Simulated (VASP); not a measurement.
Input of a VASP 6.6.1 run:

Contents of INCAR:

```
SYSTEM = GePt2
  ALGO = Fast
  EDIFF = 1E-7
  ENCUT = 520
  GGA = PS
  ISIF = 2
  ISMEAR = 0
  LASPH = .True.
  LCHARG = .True.
  LELF = .True.
  LREAL = .False.
  LVHAR = .True.
  LWAVE = .False.
  NBANDS = 61
  NELM = 100
  PREC = Accurate
  SIGMA = 0.15
```

File KPOINTS:

```
k-points
0
Gamma
  6 6 12
  0 0 0
```

Contents of POSCAR:

```
GePt2
1.0
    6.7607252467      0.0000000000      0.0000000000
   -3.3803626233      5.8549598116      0.0000000000
    0.0000000000      0.0000000000      3.4586784287
Ge Pt
3 6
Direct
    0.6666666667      0.3333333333      0.0000000000
    0.3333333333      0.6666666667      0.0000000000
    0.0000000000      0.0000000000      0.5000000000
    0.6229372121      0.0000000000      0.5000000000
    0.3770627879      0.3770627879      0.5000000000
    1.0000000000      0.6229372121      0.5000000000
    0.0000000000      0.2849128372      0.0000000000
    0.7150871628      0.7150871628      0.0000000000
    0.2849128372      0.0000000000      0.0000000000
```

Potentials or basis: VASP PAW PBE potentials, release 64 (Ge_d, Pt).

Run with:

```bash
$ cat potpaw_PBE.64/Ge_d/POTCAR potpaw_PBE.64/Pt/POTCAR > POTCAR
$ mpirun -np 1 vasp_std > vasp.out
```

Problem. What does it give for the band gap on the k mesh?

Solution. Zero (bands 51 and 52 overlap by 1.15 eV).

Problem. Estimate the pressure.

Solution. 0.1 GPa.

Problem. What does it give for the largest force?

Solution. 0.012 eV/Å.

Stress tensor (GPa, compression positive):
```
0.01 0.00 0.00
0.00 0.01 0.00
0.00 0.00 0.20
```

Caveat: the PAW data sets were made with another functional, which shifts forces and pressure a little; spin-orbit coupling is left out, which moves the levels of the heavy elements.
